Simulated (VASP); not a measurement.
Runs of VASP 6.6.1 on Au. The structure is that of space group I4/mmm (No. 139), or close to it. The cells are those of the table. 

| cell | further INCAR settings | gap on the mesh (eV) | pressure (GPa) |
| --- | --- | --- | --- |
| a = 3.069, b = 3.069, c = 2.646 Å, angles 64.5, 64.5, 51.1°, 1 atom | ALGO = Fast; EDIFF = 1e-07; NBANDS = 12 | none | 6.6 |
| a = 2.813, b = 2.813, c = 3.137 Å, angles 56.1, 56.1, 67.8°, 1 atom | ALGO = Fast; EDIFF = 1e-06; NBANDS = 12 | none | 0.1 |
| a = 2.829, b = 2.829, c = 3.048 Å, angles 57.4, 57.4, 65.2°, 1 atom | ALGO = Fast; EDIFF = 1e-07; NBANDS = 12 | none | (b) |
| a = 3.151, b = 3.151, c = 2.573 Å, angles 65.9, 65.9, 48.2°, 1 atom | ALGO = Fast; EDIFF = 1e-07; NBANDS = 12 | none | (a) |
| a = 3.002, b = 3.002, c = 2.717 Å, angles 63.1, 63.1, 53.8°, 1 atom | ALGO = Fast; EDIFF = 1e-06; NBANDS = 12 | none | 2.3 |

Alike in all rows: task single point; level PBEsol; potentials or basis VASP PAW PBE potentials, release 64 (Au); no spin polarisation; k mesh 28 × 28 × 28; cutoff (eV) 520; smearing gaussian 0.15 eV.

Q: Fill in the values left out.

A: (a) 14.2; (b) -0.1.

Caveats: the PAW data sets were made with another functional, which shifts forces and pressure a little; spin-orbit coupling is left out, which moves the levels of the heavy elements; the cell stands under pressure (at least some runs).

A k mesh can miss the band edges, and the runs leave out spin-orbit coupling on Au.

A gap of «none» marks levels without a gap at the run's occupations.
